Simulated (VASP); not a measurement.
CoO, 2 atoms in the cell. It takes space group R3m (No. 160, trigonal). Conventional cell: a = 3.204 Å, b = 3.204 Å, c = 7.699 Å, α = 90.00°, β = 90.00°, γ = 120.00°. Co (site symmetry 3m) has 4 O at 1.91 to 1.96 Å within 2.5 Å. O (site symmetry 3m) has 4 Co at 1.91 to 1.96 Å within 2.5 Å. 

| Quantity | Value |
| --- | --- |
| Program | VASP 6.6.1 |
| Task | single point |
| Functional | PBE |
| Dispersion | D3(BJ) |
| Potentials or basis | VASP PAW PBE potentials, release 64 (Co, O) |
| Cutoff | 520 eV |
| k mesh | 10 × 10 × 10 |
| Occupations | gaussian, width 0.1 eV |
| Spin | collinear spin, ferromagnetic start |
| Starting moments | [2.0, 0.0] μB |
| Hubbard terms | Co d U = 6.0 eV |
| Dipole correction | no |
| Further INCAR settings | ALGO = Normal; EDIFF = 1e-07; NBANDS = 18 |

Potentials or basis: VASP PAW PBE potentials, release 64 (Co, O).

Run with:

```console
$ cat potpaw_PBE.64/Co/POTCAR potpaw_PBE.64/O/POTCAR > POTCAR
$ mpirun -np 1 vasp_std > vasp.out
```

Hardware: 1 thread of AMD EPYC 7R13, with other jobs on the host.

Problem. How long does it take, and how much memory?

Solution. Run time: 4.4 min on 1 thread of AMD EPYC 7R13 (shared host), peak memory 0.18 GiB. Counts: scf iterations 21, k points 116.
